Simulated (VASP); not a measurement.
Set up this calculation in VASP 6.6.1, as the native input.

- Task: relaxation of cell and atoms
- Functional: PBE
- Potentials or basis: VASP PAW PBE potentials, release 64 (K_sv, Nd_3, Sb), 4f in core
- Cutoff: 500 eV
- k mesh: 4 × 4 × 2
- Occupations: gaussian, width 0.2 eV
- Spin: no spin polarisation
- Dipole correction: no
- Further INCAR settings: ALGO = Normal; EDIFF = 1e-07; IBRION = 2; EDIFFG = -0.08; NSW = 36; ISIF = 3

The structure of KNd2Sb3 lies in POSCAR:

```
KNd2Sb3
1.0
    4.3374066600      0.0000000000      0.0000000000
    0.0000000000      4.3374066600      0.0000000000
    0.0000000000      0.0000000000      9.5553957900
K Nd Sb
1 2 3
Direct
    0.0000000000      0.0000000000      0.0000000000
    0.0000000000      0.5000000000      0.7376120100
    0.5000000000      0.0000000000      0.2623879900
    0.5000000000      0.5000000000      0.0000000000
    0.0000000000      0.5000000000      0.3786259900
    0.5000000000      0.0000000000      0.6213740100
```

The cell was generated, and may not be a known phase.

These files were run (other wordings do the same):

INCAR

```
PREC     = Accurate       # precision mode
ENCUT    = 500            # plane-wave cutoff, eV
EDIFF    = 1E-7           # SCF threshold, eV
ISMEAR   = 0              # smearing method
SIGMA    = 0.2            # smearing width, eV
LREAL    = False          # projectors in reciprocal space
LASPH    = True           # aspherical terms in the spheres
NELM     = 200            # most SCF steps
ALGO     = Normal         # electronic algorithm
ISIF     = 3              # what is computed and relaxed
LWAVE    = False          # write WAVECAR
LCHARG   = False          # write CHGCAR
GGA      = PE             # functional
IBRION   = 2              # ionic algorithm
NSW      = 36             # ionic steps
EDIFFG   = -0.08          # ionic threshold
GGA_COMPAT= False        
NELMIN   = 4            
LMAXMIX  = 6              # l up to which the mixer works
```

KPOINTS

```
regular mesh
0
Gamma
  4 4 2
```

Potentials or basis: VASP PAW PBE potentials, release 64 (K_sv, Nd_3, Sb), 4f in core.

Launch:

```sh
$ cat potpaw_PBE.64/K_sv/POTCAR potpaw_PBE.64/Nd_3/POTCAR potpaw_PBE.64/Sb/POTCAR > POTCAR
$ mpirun -np 1 vasp_std > vasp.out
```

It gave:

| Item | Value |
| --- | --- |
| Relaxed volume | 31.44 Å³/atom |
| Relaxed cell | a = 4.632 Å, b = 4.632 Å, c = 8.792 Å, α = 90.00°, β = 90.00°, γ = 90.00° |
| Space group after relaxing (to 0.1 Å) | P-4m2 (No. 115) |
| Energy gained by relaxing | 256.5 meV/atom |
| Ionic steps | 13 |
| Pressure after relaxing | 0.1 GPa |
| Largest force after relaxing | 0.036 eV/Å |
| Band gap on the k mesh | zero (bands 23 and 24 overlap by 0.44 eV) |

Caveat: the k points lie up to 0.36 Å⁻¹ apart in the final cell; spin-orbit coupling is left out, which moves the levels of the heavy elements; the 4f electrons are frozen in the core, so they carry no moment and show no levels; the relaxation stopped at a loose force limit of 0.08 eV/Å, so its end isn't a converged minimum.

Wall time 7 min on 1 thread of Intel(R) Xeon(R) Platinum 8488C (Sapphire Rapids), on a shared host, peak memory 0.3 GiB.
